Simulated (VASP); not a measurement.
A run of VASP 6.6.1:

Contents of INCAR:

```
SYSTEM = H
  PREC = Accurate
  ENCUT = 500
  EDIFF = 1E-7
  ISMEAR = 0
  SIGMA = 0.01
  LREAL = .FALSE.
  LASPH = .TRUE.
  NELM = 120
  ALGO = Normal
  ISIF = 3
  LWAVE = .FALSE.
  LCHARG = .FALSE.
  GGA = CA
  IBRION = 2
  NSW = 80
  EDIFFG = -0.001
  PSTRESS = 40.0
  GGA_COMPAT = .FALSE.
  NELMIN = 4
```

Contents of KPOINTS:

```
Automatic mesh
0
G
  12 12 12
  0 0 0
```

Contents of POSCAR:

```
H
1.0
   -1.4101864863      1.4101864863      1.9306382503
    1.4101864863     -1.4101864863      1.9306382503
    1.4101864863      1.4101864863     -1.9306382503
H
2
Direct
    0.9001528111      0.9001528111      0.0000000000
    0.0998471889      0.0998471889      0.0000000000
```

Potentials or basis: VASP PAW LDA potentials, release 64 (H).

Launch:

```bash
$ cat potpaw_LDA.64/H/POTCAR > POTCAR
$ mpirun -np 1 vasp_std > vasp.out
```

Hardware: 1 thread of Intel(R) Xeon(R) 6975P-C (Granite Rapids), on a shared host.

Task: Estimate the wall time of this run.

Result: Wall time 61 s on 1 thread of Intel(R) Xeon(R) 6975P-C (Granite Rapids), with other jobs on the host, peak memory 0.11 GiB. Counts: scf iterations 225, k points 163, ion steps 51.
